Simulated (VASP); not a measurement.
Write the native input for VASP 6.6.1 that does the following.

- Task: single point
- Functional: PBE
- Potentials or basis: VASP PAW PBE potentials, release 64 (Al, H)
- Cutoff: 520 eV
- k mesh: 12 × 12 × 12
- Occupations: gaussian, width 0.1 eV
- Spin: no spin polarisation
- Dipole correction: no
- Further INCAR settings: ALGO = Normal; EDIFF = 1e-07; NBANDS = 12

The structure of AlH4 lies in POSCAR:

```
AlH4
1.0
   -2.0768908692      2.0768908692      2.0768908692
    2.0768908692     -2.0768908692      2.0768908692
    2.0768908692      2.0768908692     -2.0768908692
Al H
1 4
Direct
    0.0000000000      0.0000000000      0.0000000000
    0.0000000000      0.0000000000      0.5000000000
    0.0000000000      0.5000000000      0.0000000000
    0.5000000000      0.0000000000      0.0000000000
    0.5000000000      0.5000000000      0.5000000000
```

The input as run:

INCAR

```
SYSTEM = AlH4
PREC     = Accurate       ! precision mode
ENCUT    = 520            ! plane-wave cutoff, eV
EDIFF    = 1E-7           ! SCF threshold, eV
ISMEAR   = 0              ! smearing method
SIGMA    = 0.1            ! smearing width, eV
LREAL    = .False.        ! projectors in reciprocal space
LASPH    = .True.         ! aspherical terms in the spheres
NELM     = 80             ! most SCF steps
ALGO     = Normal         ! electronic algorithm
ISIF     = 2              ! what is computed and relaxed
LWAVE    = .False.        ! write WAVECAR
LCHARG   = .False.        ! write CHGCAR
GGA      = PE             ! functional
NBANDS   = 12             ! bands
```

KPOINTS

```
Automatic mesh
0
Gamma
  12 12 12
  0 0 0
```

Potentials or basis: VASP PAW PBE potentials, release 64 (Al, H).

Launch:

```console
$ cat potpaw_PBE.64/Al/POTCAR potpaw_PBE.64/H/POTCAR > POTCAR
$ mpirun -np 1 vasp_std > vasp.out
```

Results of the run:

* Pressure: -0.2 GPa

Run time: 62 s on 1 thread of Intel Xeon 8259CL, with other jobs on the host, peak memory 0.16 GiB.
